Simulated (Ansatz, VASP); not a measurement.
Si16C16O: VASP beside Ansatz

```
Si C O
1.0
     6.18792    0.00000    0.00000
    -3.09396    5.35890    0.00000
     0.00000    0.00000   10.12878
Si C O
16 16 1
Direct
  0.32858 0.17357 0.93263
  0.16812 0.33633 0.43524
  0.99593 0.00520 0.68368
  0.00344 0.00083 0.18262
  0.31418 0.71749 0.91866
  0.16852 0.83785 0.43317
  0.99361 0.50614 0.68162
  0.01544 0.50377 0.18450
  0.83491 0.17311 0.93158
  0.67300 0.33577 0.43667
  0.49834 0.01365 0.68068
  0.50603 0.00009 0.18243
  0.84482 0.66935 0.93533
  0.66785 0.83725 0.43352
  0.49545 0.51086 0.68508
  0.51450 0.48681 0.19784
  0.32906 0.17990 0.74360
  0.17622 0.33330 0.24590
  0.00053 0.00238 0.49490
  0.99712 0.00410 0.99427
  0.32473 0.68349 0.73756
  0.17227 0.83711 0.24226
  0.00298 0.50545 0.49563
  0.02204 0.50731 0.99357
  0.83074 0.17191 0.74138
  0.68552 0.32692 0.25282
  0.50061 0.00535 0.49477
  0.50670 0.03426 0.99349
  0.82602 0.66955 0.74686
  0.66866 0.82735 0.24343
  0.50220 0.50519 0.49562
  0.54025 0.46080 0.01462
  0.52989 0.67957 0.98298
```

Alike in both runs: functional PBE; k mesh 1 × 1 × 1; occupations fermi-dirac, width 0.01 eV; no spin polarisation.

Ansatz relaxed the structure, and its values are those at the end. VASP's run is a single point on that final structure, the one shown.

|  | VASP | Ansatz |
| --- | --- | --- |
| version | VASP 6.6.1 | Ansatz 0.2.0 |
| potentials or method | VASP PAW PBE potentials, release 64 (Si, C, O), cutoff 520 eV | plane-wave PAW DFT |
| valence electrons in the cell | 134 | 134 |

Ansatz gave:

```
rms of the force components (eV/Å) : 0.002
```

Which values does VASP return?

rms of the force components (eV/Å): 0.018.

The functional is the same, so the differences come from potentials, cutoffs and numerics.
